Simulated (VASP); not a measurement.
Wanted: the native input for a VASP 6.6.1 run.

| Quantity | Value |
| --- | --- |
| Task | single point |
| Functional | PBE |
| Potentials or basis | VASP PAW PBE potentials, release 64 (B, N) |
| Cutoff | 520 eV |
| k mesh | 12 × 12 × 4 |
| Occupations | gaussian, width 0.05 eV |
| Spin | no spin polarisation |
| Dipole correction | no |
| Further INCAR settings | ALGO = Normal; EDIFF = 1e-06; NBANDS = 16 |

The structure of BN lies in POSCAR:

```
BN
1.0
    2.4635976777      0.0000000000      0.0000000000
   -1.2317988389      2.1335381736      0.0000000000
    0.0000000000      0.0000000000      6.8814296245
B N
2 2
Direct
    0.3333333333      0.6666666667      0.2500000000
    0.6666666667      0.3333333333      0.7500000000
    0.3333333333      0.6666666667      0.7500000000
    0.6666666667      0.3333333333      0.2500000000
```

This cell differs from its parent crystal: ratio of the length along z to the lengths across it x 1.05, volume and fractional coordinates fixed.

These files were run (other wordings do the same):

INCAR

```
ALGO = Normal ; EDIFF = 1E-6
ENCUT = 520 ; GGA = PE
ISIF = 2 ; ISMEAR = 0
LASPH = True ; LCHARG = False
LREAL = False ; LWAVE = False
NBANDS = 16 ; NELM = 60
PREC = Accurate ; SIGMA = 0.05
```

KPOINTS

```
k-points
0
Gamma
  12 12 4
```

Potentials or basis: VASP PAW PBE potentials, release 64 (B, N).

Run with:

```console
$ cat potpaw_PBE.64/B/POTCAR potpaw_PBE.64/N/POTCAR > POTCAR
$ mpirun -np 1 vasp_std > vasp.out
```

Results of the run:

```
Pressure               : 15.3 GPa
Band gap on the k mesh : 4.41 eV, indirect (least direct gap 4.78 eV)
```

Caveat: this functional lacks dispersion, which binds the layers, so the pressure and a relaxed spacing across them are unreliable.

Wall time 18 s on 1 thread of Intel Xeon 6975P-C, with other jobs on the host, peak memory 0.16 GiB.
